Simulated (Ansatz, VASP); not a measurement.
# Al2Cu in VASP and in Ansatz

INCAR

```
PREC = Accurate
ENCUT = 520
EDIFF = 1E-6
ISMEAR = 0
SIGMA = 0.15
LREAL = F
LASPH = T
NELM = 100
ALGO = Fast
ISIF = 2
LWAVE = F
LCHARG = F
GGA = PE
NBANDS = 16
```

File KPOINTS:

```
Automatic mesh
0
Gamma
  10 10 14
```

POSCAR

```
Al2Cu
1.0
    4.1211626268      0.0000000000      0.0000000000
    0.0000000000      4.1211626268      0.0000000000
    0.0000000000      0.0000000000      2.8847334069
Al Cu
2 1
Direct
    0.5067846504      0.0019538196      0.5000000000
   -0.0888098901      0.4913859260      0.5000000000
    0.0348277965      0.0028279343      0.0000000000
```

Input for Ansatz:

```yaml
crystal:
  lattice:
    - [4.1211626268, 0.0, 0.0]
    - [0.0, 4.1211626268, 0.0]
    - [0.0, 0.0, 2.8847334069]
  atoms:
    - { symbol: Al, position: [0.5067846504, 0.0019538196, 0.5] }
    - { symbol: Al, position: [-0.0888098901, 0.491385926, 0.5] }
    - { symbol: Cu, position: [0.0348277965, 0.0028279343, 0.0] }
basis:
  ecutwfc: 520.0
kpoints:
  mp_grid: { grid: [10, 10, 14] }
hamiltonian:
  xc: pbe
  pseudopotentials: { kind: paw, azcp: { folder: soft_1 } }
scf:
  occupations: { method: gaussian, width: 0.15 }
output:
  forces: true
  stress: true
  eigenvalues: true
```

Change from the starting cell: mode 4 frozen in at -0.366 Å and mode 9 at -0.035 Å (largest displacements).

Alike in both runs: task single point; functional PBE; k mesh 10 × 10 × 14; occupations gaussian, width 0.15 eV; no spin polarisation.

|  | VASP | Ansatz |
| --- | --- | --- |
| version | VASP 6.6.1 | Ansatz 0.2.0 |
| potentials or method | VASP PAW PBE potentials, release 64 (Al, Cu), cutoff 520 eV | scalar-relativistic, plane waves, PAW |
| valence electrons in the cell | 17 | 25 |

```csv
,VASP,Ansatz,Ansatz less VASP
gap on the k mesh at the Fermi level (eV),none,none,-
pressure (GPa),2.1,1.9,-0.20
"traceless stress, the component that is largest in VASP (GPa)",2.13,2.11,-0.020
rms of the force components (eV/Å),0.411,0.416,+0.0053
```

Atom by atom the forces differ by 0.006 eV/Å (rms over components). A gap of «none» marks a metal or a gap that the smearing closes. VASP's potentials hold 17 valence electrons a cell and Ansatz's 25, so a difference there can come from the potentials and not from the codes.
